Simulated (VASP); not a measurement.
# SrVO3 (Pm-3m) in VASP: a series of runs

SrVO3 is run at these levels: LDA, PBE; tasks: single point.

All numbers are computed with VASP 6.6.1; they aren't measurements. Logs are shortened: lines on timing, memory, paths and dates and some standing lists are left out, and cuts for length are marked.

### Step 1. The cell of the first run

The structure is cubic, space group Pm-3m (No. 221). Conventional cell: a = 3.841 Å, b = 3.841 Å, c = 3.841 Å, α = 90.00°, β = 90.00°, γ = 90.00°. Sr (site symmetry m-3m) has 12 O at 2.72 Å and 8 V at 3.33 Å within 3.6 Å. Within 2.5 Å of V (site symmetry m-3m) lie 6 O at 1.92 Å. O (site symmetry 4/mmm) has 2 V at 1.92 Å within 2.5 Å.

### Step 2. Single point, LDA, collinear spin, ferromagnetic start

INCAR reads:

```
SYSTEM = SrVO3
PREC = Accurate ; ENCUT = 520
EDIFF = 1E-6 ; ISMEAR = -1
SIGMA = 0.05 ; LREAL = .False.
LASPH = .True. ; NELM = 150
ALGO = Normal ; ISIF = 2
LWAVE = .False. ; LCHARG = .True.
ISPIN = 2 ; MAGMOM = 0 2 0 0 0
LORBIT = 11 ; LMAXMIX = 4
GGA = CA ; LELF = .True.
LVHAR = .True. ; NBANDS = 32
```

KPOINTS reads:

```
Automatic mesh
0
Gamma
  7 7 7
  0 0 0
```

POSCAR reads:

```
SrVO3
1.0
    3.8409000000      0.0000000000      0.0000000000
    0.0000000000      3.8409000000      0.0000000000
    0.0000000000      0.0000000000      3.8409000000
Sr V O
1 1 3
Direct
    0.5000000000      0.5000000000      0.5000000000
    0.0000000000      0.0000000000      0.0000000000
    0.0000000000      0.0000000000      0.5000000000
    0.0000000000      0.5000000000      0.0000000000
    0.5000000000      0.0000000000      0.0000000000
```

Potentials or basis: VASP PAW LDA potentials, release 64 (Sr_sv, V_sv, O).

On the command line:

```sh
cat potpaw_LDA.64/Sr_sv/POTCAR potpaw_LDA.64/V_sv/POTCAR potpaw_LDA.64/O/POTCAR > POTCAR
mpirun -np 1 vasp_std > vasp.out
```

OUTCAR:

```text
SYSTEM = SrVO3
   PREC = Accurate
   ENCUT = 520
   EDIFF = 1E-6
   ISMEAR = -1
   LREAL = .False.
   LASPH = .True.
   NELM = 150
   ISIF = 2
   ISPIN = 2
   LORBIT = 11
   GGA = CA

 ion  position               nearest neighbor table
   1  0.500  0.500  0.500-   3 2.72   4 2.72   5 2.72   4 2.72   5 2.72   3 2.72   5 2.72   5 2.72
                             3 2.72   4 2.72   4 2.72   3 2.72   2 3.33   2 3.33   2 3.33   2 3.33
   2  0.000  0.000  0.000-   3 1.92   4 1.92   5 1.92   3 1.92   4 1.92   5 1.92   1 3.33   1 3.33
                             1 3.33   1 3.33   1 3.33   1 3.33   1 3.33   1 3.33
   3  0.000  0.000  0.500-   2 1.92   2 1.92   1 2.72   1 2.72   1 2.72   1 2.72
   4  0.000  0.500  0.000-   2 1.92   2 1.92   1 2.72   1 2.72   1 2.72   1 2.72
   5  0.500  0.000  0.000-   2 1.92   2 1.92   1 2.72   1 2.72   1 2.72   1 2.72

  LATTYP: Found a simple cubic cell.
 ALAT       =     3.8409000000

  Lattice vectors:

 A1 = (   3.8409000000,   0.0000000000,   0.0000000000)
 A2 = (   0.0000000000,   3.8409000000,   0.0000000000)
 A3 = (   0.0000000000,   0.0000000000,   3.8409000000)

Analysis of symmetry for initial positions (statically):
=====================================================================
 Subroutine PRICEL returns:
 Original cell was already a primitive cell.

 Routine SETGRP: Setting up the symmetry group for a
 simple cubic supercell.

 Subroutine GETGRP returns: Found 48 space group operations
 (whereof 48 operations were pure point group operations)
 out of a pool of 48 trial point group operations.

The static configuration has the point symmetry O_h .

Analysis of symmetry for dynamics (positions and initial velocities):
=====================================================================
 Subroutine PRICEL returns:
 Original cell was already a primitive cell.

 Routine SETGRP: Setting up the symmetry group for a
 simple cubic supercell.

 Subroutine GETGRP returns: Found 48 space group operations
 (whereof 48 operations were pure point group operations)
 out of a pool of 48 trial point group operations.

The dynamic configuration has the point symmetry O_h .

Analysis of structural, dynamic, and magnetic symmetry:
=====================================================================
 Subroutine PRICEL returns:
 Original cell was already a primitive cell.

 Routine SETGRP: Setting up the symmetry group for a
 simple cubic supercell.

 Subroutine GETGRP returns: Found 48 space group operations
 (whereof 48 operations were pure point group operations)
 out of a pool of 48 trial point group operations.

The overall configuration has the point symmetry O_h .

 Subroutine INISYM returns: Found 48 space group operations
 (whereof 48 operations are pure point group operations),
 and found     1 'primitive' translations

----------------------------------------------------------------------------------------

                                     Primitive cell

  volume of cell :      56.6629

  direct lattice vectors                    reciprocal lattice vectors
     3.840900000  0.000000000  0.000000000     0.260355646  0.000000000  0.000000000
     0.000000000  3.840900000  0.000000000     0.000000000  0.260355646  0.000000000
     0.000000000  0.000000000  3.840900000     0.000000000  0.000000000  0.260355646

  length of vectors
     3.840900000  3.840900000  3.840900000     0.260355646  0.260355646  0.260355646

  position of ions in fractional coordinates (direct lattice)
     0.500000000  0.500000000  0.500000000
     0.000000000  0.000000000  0.000000000
     0.000000000  0.000000000  0.500000000
     0.000000000  0.500000000  0.000000000
     0.500000000  0.000000000  0.000000000

  ion indices of the primitive-cell ions
   primitive index   ion index
                 1           1
                 2           2
                 3           3
                 4           4
                 5           5

[... 28 lines left out ...]
  0.000000  0.000000  0.000000      1.000000
  0.142857  0.000000  0.000000      6.000000
  0.285714  0.000000  0.000000      6.000000
  0.428571  0.000000  0.000000      6.000000
  0.142857  0.142857  0.000000     12.000000
  0.285714  0.142857  0.000000     24.000000
[... 12 lines left out ...]
  0.428571  0.428571  0.285714     24.000000
  0.428571  0.428571  0.428571      8.000000
   k-points           NKPTS =     20   k-points in BZ     NKDIM =     20   number of bands    NBANDS=     32
   number of dos      NEDOS =    301   number of ions     NIONS =      5
   total plane-waves  NPLWV =  27000
   dimension x,y,z NGX =    30 NGY =   30 NGZ =   30
   dimension x,y,z NGXF=    60 NGYF=   60 NGZF=   60
   ions per type =               1   1   3
   NGX,Y,Z   is equivalent  to a cutoff of  12.98, 12.98, 12.98 a.u.
   NGXF,Y,Z  is equivalent  to a cutoff of  25.97, 25.97, 25.97 a.u.
 SYSTEM =  SrVO3
   PREC   = accura    normal or accurate (medium, high low for compatibility)
   ISTART =      0    job   : 0-new  1-cont  2-samecut
   ICHARG =      2    charge: 1-file 2-atom 10-const
   ISPIN  =      2    spin polarized calculation?
   LNONCOLLINEAR =      F non collinear calculations
   LSORBIT =      F    spin-orbit coupling
   LASPH  =      T    aspherical Exc in radial PAW
   ENCUT  =  520.0 eV  38.22 Ry    6.18 a.u.   7.14  7.14  7.14*2*pi/ulx,y,z
   NELM   =    150;   NELMIN=  2; NELMDL= -5     # of ELM steps
   EDIFF  = 0.1E-05   stopping-criterion for ELM
   LREAL  =      F    real-space projection
   EDIFFG = 0.1E-04   stopping-criterion for IOM
   NSW    =      0    number of steps for IOM
   IBRION =     -1    ionic relax: 0-MD 1-quasi-New 2-CG
   NFREE  =      0    steps in history (QN), initial steepest desc. (CG)
   ISIF   =      2    stress and relaxation
   ISYM   =      2    0-nonsym 1-usesym 2-fastsym
   POTIM  = 0.5000    time-step for ionic-motion
   TEBEG  =    0.0;   TEEND  =   0.0 temperature during run
   PSTRESS=    0.0 pullay stress
   NELECT =      41.0000    total number of electrons
   NUPDOWN=      -1.0000    fix difference up-down
   EMIN   =  10.00;   EMAX   =-10.00  energy-range for DOS
   EFERMI =   0.00;   METHOD = LEGACY
   ISMEAR =    -1;   SIGMA  =   0.05  broadening in eV -4-tet -1-fermi 0-gaus
   EFERMI_NEDOS =   21; number of points for ismear=-14 and -15
   IALGO  =     38    algorithm
   IMIX   =      4    mixing-type and parameters
     AMIX     =   0.40;   BMIX     =  1.00
     AMIX_MAG =   1.60;   BMIX_MAG =  1.00
  volume/ion in A,a.u.               =      11.33        76.48
  Fermi-wavevector in a.u.,A,eV,Ry     =   1.469726  2.777380 29.389880  2.160095
  Thomas-Fermi vector in A             =   2.585069
   LORBIT       =     11    0 simple, 1 ext, 2 COOP (PROOUT), +10 PAW based schemes
   GGA     = CA    functional components
   LHFCALC =     F    Hartree Fock is set to
   AEXX    =    0.0000 exact exchange contribution
   IVDW    =     0    specifies the selected vdW correction
   LEPSILON=     F    determine dielectric tensor
   LRPA    =     F    only Hartree local field effects (RPA)
 spin polarized calculation
  energy-cutoff  :      520.00
  volume of cell :       56.66
 maximum number of plane-waves:      1551
 NGX is ok and might be reduce to    30
   NGX = 15   NGY = 15   NGZ = 15

 number of electron      41.0000018 magnetization      -0.0120681

 number of electron      41.0000018 magnetization       0.0005129

 Free energy of the ion-electron system (eV)
  ---------------------------------------------------
  ext. energy  EPLUGINS =         0.00000000
  ---------------------------------------------------
  free energy    TOTEN  =       -43.63438963 eV

  energy without entropy =      -43.62275082  energy(sigma->0) =      -43.62857023

 E-fermi :   5.8894     XC(G=0): -12.0962

 val. band max:        5.8621890693   @ k =   0.4286   0.1429   0.1429
 cond. band min:       6.2823162546   @ k =   0.2857   0.2857   0.0000
 fundamental gap:      0.4201271853
 Fermi energy:         5.8893510902

 spin component 1

 k-point     1 :       0.0000    0.0000    0.0000
  band No.  band energies     occupation
      1     -59.0554      1.00000
      2     -33.3271      1.00000
      3     -33.3271      1.00000
      4     -33.3271      1.00000
      5     -28.2421      1.00000
      6     -13.4607      1.00000
[... 689 lines left out ...]
     31      14.7161      0.00000
     32      18.5166      0.00000
 Fermi energy:         5.8893510902

 spin component 2

 k-point     1 :       0.0000    0.0000    0.0000
  band No.  band energies     occupation
      1     -59.0549      1.00000
      2     -33.3267      1.00000
      3     -33.3267      1.00000
      4     -33.3267      1.00000
      5     -28.2421      1.00000
      6     -13.4607      1.00000
[... 689 lines left out ...]
     31      14.7162      0.00000
     32      18.5166      0.00000

------------------------ aborting loop because EDIFF is reached ----------------------------------------

  FORCE on cell =-STRESS in cart. coord.  units (eV):
  Direction    XX          YY          ZZ          XY          YZ          ZX
  --------------------------------------------------------------------------------------
  -------------------------------------------------------------------------------------
  Total       -3.3132248     -3.3132248     -3.3132248      0.0000000      0.0000000     -0.0000000
  in kB      -93.6833646    -93.6833646    -93.6833646      0.0000000      0.0000000     -0.0000000
  external PRESSURE =     -93.6833646 kB  Pullay stress =       0.0000000 kB

 VOLUME and BASIS-vectors are now :
 -----------------------------------------------------------------------------
  energy-cutoff  :      520.00
  volume of cell :       56.66
      direct lattice vectors                 reciprocal lattice vectors
     3.840900000  0.000000000  0.000000000     0.260355646  0.000000000  0.000000000
     0.000000000  3.840900000  0.000000000     0.000000000  0.260355646  0.000000000
     0.000000000  0.000000000  3.840900000     0.000000000  0.000000000  0.260355646

 POSITION                                       TOTAL-FORCE (eV/Angst)
 -----------------------------------------------------------------------------------
      1.92045      1.92045      1.92045         0.000000      0.000000      0.000000
      0.00000      0.00000      0.00000         0.000000      0.000000      0.000000
      0.00000      0.00000      1.92045         0.000000      0.000000      0.000000
      0.00000      1.92045      0.00000         0.000000      0.000000      0.000000
      1.92045      0.00000      0.00000         0.000000      0.000000      0.000000
 -----------------------------------------------------------------------------------
    total drift:                                0.000000     -0.000000      0.000000

  FREE ENERGIE OF THE ION-ELECTRON SYSTEM (eV)
  ---------------------------------------------------
  free  energy   TOTEN  =       -43.6343896287 eV

  energy  without entropy=      -43.6227508215  energy(sigma->0) =      -43.62857023

 total charge

# of ion       s       p       d       tot
------------------------------------------
    1        1.999   5.789   0.226   8.014
    2        2.290   6.354   2.981  11.625
    3        1.552   3.457   0.000   5.010
    4        1.552   3.457   0.000   5.010
    5        1.552   3.457   0.000   5.010
--------------------------------------------------
tot          8.945  22.515   3.207  34.668

 magnetization (x)

# of ion       s       p       d       tot
------------------------------------------
    1        0.000  -0.000  -0.000  -0.000
    2        0.000   0.000   0.000   0.000
    3       -0.000  -0.000   0.000  -0.000
    4       -0.000  -0.000   0.000  -0.000
    5       -0.000  -0.000   0.000  -0.000
--------------------------------------------------
tot          0.000  -0.000   0.000   0.000
```

It took 42 s on 1 thread of AMD EPYC 9R45 (Zen 5), shared host; peak memory 0.17 GiB.

What came out:

- Free energy: -43.6344 eV
- Pressure: -9.4 GPa
- Net moment: 0.00 μB per cell
- Valence electrons inside the program's atomic spheres: Sr 8.01; V 11.62; O 5.01

Levels at points of the mesh, in eV from the Fermi level:
Spin up:
```csv
k point,band 18,band 19,band 20,band 21,band 22,band 23
"(0.00, 0.00, 0.00)",-2.29,-2.29,-2.29,-0.89,-0.89,-0.89
```
Spin down:
```
           k point  band 17  band 18  band 19  band 20  band 21  band 22  band 23  band 24
(0.00, 0.00, 0.00)    -3.14    -2.29    -2.29    -2.29    -0.89    -0.89    -0.89     1.40
```

Caveat: the cell stands under tension; the moments typed at the start vanished in this run; semilocal functionals often make such compounds metallic where correlation or magnetic order opens a gap, which also shifts bond lengths. With open d or f shells a metallic result of LDA can be an artefact of self-interaction; +U or a hybrid may open a gap.

### Step 3. Single point, PBE, collinear spin, ferromagnetic start

INCAR reads:

```
ALGO = Normal
EDIFF = 1E-6
ENCUT = 520
GGA = PE
ISIF = 2
ISMEAR = -1
ISPIN = 2
LASPH = T
LCHARG = F
LMAXMIX = 4
LORBIT = 11
LREAL = F
LWAVE = F
MAGMOM = 0 2 0 0 0
NBANDS = 32
NELM = 150
PREC = Accurate
SIGMA = 0.05
```

KPOINTS reads:

```
k-points
0
Gamma
  7 7 7
```

POSCAR is that of step 2.

Potentials or basis: VASP PAW PBE potentials, release 64 (Sr_sv, V_sv, O).

On the command line:

```sh
cat potpaw_PBE.64/Sr_sv/POTCAR potpaw_PBE.64/V_sv/POTCAR potpaw_PBE.64/O/POTCAR > POTCAR
mpirun -np 1 vasp_std > vasp.out
```

OUTCAR:

```text
EDIFF = 1E-6
   ENCUT = 520
   GGA = PE
   ISIF = 2
   ISMEAR = -1
   ISPIN = 2
   LASPH = T
   LORBIT = 11
   LREAL = F
   NELM = 150
   PREC = Accurate

 ion  position               nearest neighbor table
   1  0.500  0.500  0.500-   3 2.72   4 2.72   5 2.72   4 2.72   5 2.72   3 2.72   5 2.72   5 2.72
                             3 2.72   4 2.72   4 2.72   3 2.72   2 3.33   2 3.33   2 3.33   2 3.33
   2  0.000  0.000  0.000-   3 1.92   4 1.92   5 1.92   3 1.92   4 1.92   5 1.92   1 3.33   1 3.33
                             1 3.33   1 3.33   1 3.33   1 3.33   1 3.33   1 3.33
   3  0.000  0.000  0.500-   2 1.92   2 1.92   1 2.72   1 2.72   1 2.72   1 2.72
[... 1633 lines left out ...]

 POSITION                                       TOTAL-FORCE (eV/Angst)
 -----------------------------------------------------------------------------------
      1.92045      1.92045      1.92045         0.000000      0.000000      0.000000
      0.00000      0.00000      0.00000         0.000000      0.000000      0.000000
      0.00000      0.00000      1.92045         0.000000      0.000000      0.000000
      0.00000      1.92045      0.00000         0.000000      0.000000      0.000000
      1.92045      0.00000      0.00000         0.000000      0.000000      0.000000
 -----------------------------------------------------------------------------------
    total drift:                               -0.000000     -0.000000      0.000000

  FREE ENERGIE OF THE ION-ELECTRON SYSTEM (eV)
  ---------------------------------------------------
  free  energy   TOTEN  =       -39.2928277699 eV

  energy  without entropy=      -39.2810592981  energy(sigma->0) =      -39.28694353

 total charge

# of ion       s       p       d       tot
------------------------------------------
    1        2.000   5.803   0.219   8.021
    2        2.285   6.349   2.957  11.592
    3        1.565   3.482   0.000   5.047
    4        1.565   3.482   0.000   5.047
    5        1.565   3.482   0.000   5.047
--------------------------------------------------
tot          8.979  22.599   3.176  34.753

 magnetization (x)

# of ion       s       p       d       tot
------------------------------------------
    1        0.000   0.000  -0.000   0.000
    2       -0.000  -0.000  -0.002  -0.002
    3        0.000   0.000   0.000   0.000
    4        0.000   0.000   0.000   0.000
    5        0.000   0.000   0.000   0.000
--------------------------------------------------
tot         -0.000   0.000  -0.002  -0.002
```

OSZICAR:

```text
N       E                     dE             d eps       ncg     rms          rms(c)
DAV:   1     0.373578078393E+03    0.37358E+03   -0.21342E+04  2560   0.133E+03
DAV:   2    -0.262107247440E+02   -0.39979E+03   -0.38259E+03  3048   0.388E+02
DAV:   3    -0.487067534859E+02   -0.22496E+02   -0.22287E+02  3280   0.963E+01
DAV:   4    -0.493555586850E+02   -0.64881E+00   -0.64783E+00  3624   0.115E+01
DAV:   5    -0.493670044062E+02   -0.11446E-01   -0.11445E-01  3256   0.128E+00    0.393E+01
DAV:   6    -0.407138492893E+02    0.86532E+01   -0.44425E+01  2816   0.588E+01    0.177E+01
DAV:   7    -0.399566583264E+02    0.75719E+00   -0.18868E+01  2704   0.384E+01    0.178E+01
DAV:   8    -0.393173022176E+02    0.63936E+00   -0.16098E+00  2944   0.108E+01    0.680E+00
DAV:   9    -0.393451922979E+02   -0.27890E-01   -0.47710E-01  3056   0.545E+00    0.271E+00
DAV:  10    -0.392938255628E+02    0.51367E-01   -0.14561E-01  2872   0.349E+00    0.595E-01
DAV:  11    -0.392927655328E+02    0.10600E-02   -0.87648E-03  3144   0.655E-01    0.295E-01
DAV:  12    -0.392928269608E+02   -0.61428E-04   -0.28814E-03  3056   0.329E-01    0.101E-01
DAV:  13    -0.392929709696E+02   -0.14401E-03   -0.77183E-04  3224   0.185E-01    0.136E-01
DAV:  14    -0.392928900004E+02    0.80969E-04   -0.11211E-04  2928   0.935E-02    0.813E-02
DAV:  15    -0.392928512369E+02    0.38764E-04   -0.29579E-05  3288   0.432E-02    0.556E-02
DAV:  16    -0.392928268588E+02    0.24378E-04   -0.10269E-04  2992   0.822E-02    0.848E-03
DAV:  17    -0.392928277699E+02   -0.91110E-06   -0.62713E-06  2816   0.164E-02
   1 F= -.39292828E+02 E0= -.39286944E+02  d E =-.117685E-01  mag=    -0.0029
```

stdout:

```text
POSCAR found type information on POSCAR SrV O
 POSCAR found :  3 types and       5 ions
 scaLAPACK will be used
 LDA part: xc-table for (Slater+PW92), standard interpolation
 POSCAR, INCAR and KPOINTS ok, starting setup
 FFT: planning ... GRIDC
 FFT: planning ... GRID_SOFT
 FFT: planning ... GRID
 WAVECAR not read
 entering main loop
```

It took 48 s on 1 thread of AMD EPYC 9R45 (Zen 5), shared host; peak memory 0.19 GiB.

Results:

```
Free energy                                           : -39.2928 eV
Pressure                                              : 3.2 GPa
Net moment                                            : 0.00 μB per cell
Valence electrons inside the program's atomic spheres : Sr 8.02; V 11.59; O 5.05
```

Levels at points of the mesh, in eV from the Fermi level:
Spin up:
```
           k point  band 16  band 17  band 18  band 19  band 20  band 21  band 22  band 23  band 24  band 25
(0.00, 0.00, 0.00)    -3.17    -3.17    -2.33    -2.33    -2.33    -0.86    -0.86    -0.86     1.37     1.37
```
Spin down:
| k point | band 16 | band 17 | band 18 | band 19 | band 20 | band 21 | band 22 | band 23 | band 24 | band 25 |
| --- | --- | --- | --- | --- | --- | --- | --- | --- | --- | --- |
| (0.00, 0.00, 0.00) | -3.17 | -3.17 | -2.33 | -2.33 | -2.33 | -0.87 | -0.87 | -0.87 | 1.37 | 1.37 |

Caveat: the cell stands under pressure; the moments typed at the start vanished in this run; semilocal functionals often make such compounds metallic where correlation or magnetic order opens a gap, which also shifts bond lengths.
